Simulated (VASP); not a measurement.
Here is a VASP 6.6.1 calculation.

File INCAR:

```
SYSTEM = CuO
PREC = Accurate
ENCUT = 520
EDIFF = 1E-6
ISMEAR = -1
SIGMA = 0.05
LREAL = .False.
LASPH = .True.
NELM = 100
ALGO = Normal
ISIF = 2
LWAVE = .False.
LCHARG = .True.
GGA = CA
LELF = .True.
LVHAR = .True.
NBANDS = 25
```

File KPOINTS:

```
regular mesh
0
Gamma
  10 10 5
  0 0 0
```

POSCAR

```
CuO
1.0
    2.3418500000     -1.7113000000      0.0000000000
    2.3418500000      1.7113000000      0.0000000000
   -0.8500274268      0.0000000000      5.0578693947
Cu O
2 2
Direct
    0.5000000000      0.0000000000      0.5000000000
    0.0000000000      0.5000000000      0.0000000000
    0.4184000000      0.5816000000      0.7500000000
    0.5816000000      0.4184000000      0.2500000000
```

Potentials or basis: VASP PAW LDA potentials, release 64 (Cu, O).

Run with:

```bash
$ cat potpaw_LDA.64/Cu/POTCAR potpaw_LDA.64/O/POTCAR > POTCAR
$ mpirun -np 1 vasp_std > vasp.out
```

(1) What does it give for the band gap on the k mesh?

(2) Estimate the largest force.

(3) Predict the pressure.

## Answers

(1) zero (bands 17 and 18 overlap by 0.61 eV).

(2) 0.426 eV/Å.

(3) -8.7 GPa.

Caveat: the cell stands under tension; semilocal functionals often make such compounds metallic where correlation or magnetic order opens a gap, which also shifts bond lengths.
